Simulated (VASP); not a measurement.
Crystal: LaScF.

```
La Sc F
1.0
     3.14965    0.00000    0.00000
     0.00000    3.14965    0.00000
     0.00000    0.00000    7.15679
La Sc F
1 1 1
Cartesian
  0.0000 0.0000 0.0000
  0.0000 0.0000 3.5784
  1.5748 1.5748 3.5784
```

The cell was generated, and may not be a known phase.

| Item | Value |
| --- | --- |
| Program | VASP 6.6.1 |
| Task | relaxation of cell and atoms |
| Functional | PBE |
| Potentials or basis | VASP PAW PBE potentials, release 64 (La, Sc_sv, F) |
| Cutoff | 600 eV |
| k mesh | 6 × 6 × 4 |
| Occupations | gaussian, width 0.1 eV |
| Spin | no spin polarisation |

At the start: pressure -0.3 GPa; volume 23.67 Å³/atom.

Question: How do energy, volume and symmetry change on relaxing?

Answer: Over 6 steps the energy falls by 5.8 meV/atom and the volume is 22.96 Å³/atom (-3.0 %); space group P4/mmm (No. 123, to 0.1 Å) before and after.

Step by step:
| step | energy change (eV) | largest force (eV/Å) | pressure (GPa) | volume (Å³) |
| --- | --- | --- | --- | --- |
| 1 | 0.0000 | 0.0000 | -0.31 | 71.00 |
| 2 | -0.0105 | 0.0000 | -0.41 | 70.52 |
| 3 | -0.0162 | 0.0000 | -0.42 | 69.69 |
| 4 | -0.0163 | 0.0000 | -0.44 | 69.83 |
| 5 | -0.0163 | 0.0000 | -0.44 | 69.81 |
| 6 | -0.0174 | 0.0000 | 0.05 | 68.89 |

Final structure:
```cif
data_structure
_symmetry_space_group_name_H-M 'P 1'
_symmetry_Int_Tables_number 1
_cell_length_a 3.1631
_cell_length_b 3.1631
_cell_length_c 6.8856
_cell_angle_alpha 90.000
_cell_angle_beta 90.000
_cell_angle_gamma 90.000
_cell_volume 68.89
loop_
_atom_site_label
_atom_site_type_symbol
_atom_site_fract_x
_atom_site_fract_y
_atom_site_fract_z
_atom_site_occupancy
La1 La 0.00000 0.00000 0.00000 1
Sc1 Sc 0.00000 0.00000 0.50000 1
F1 F 0.50000 0.50000 0.50000 1
```

Caveat: an odd number of electrons without spin polarisation forces a metal; a magnetic or distorted state may lie lower.
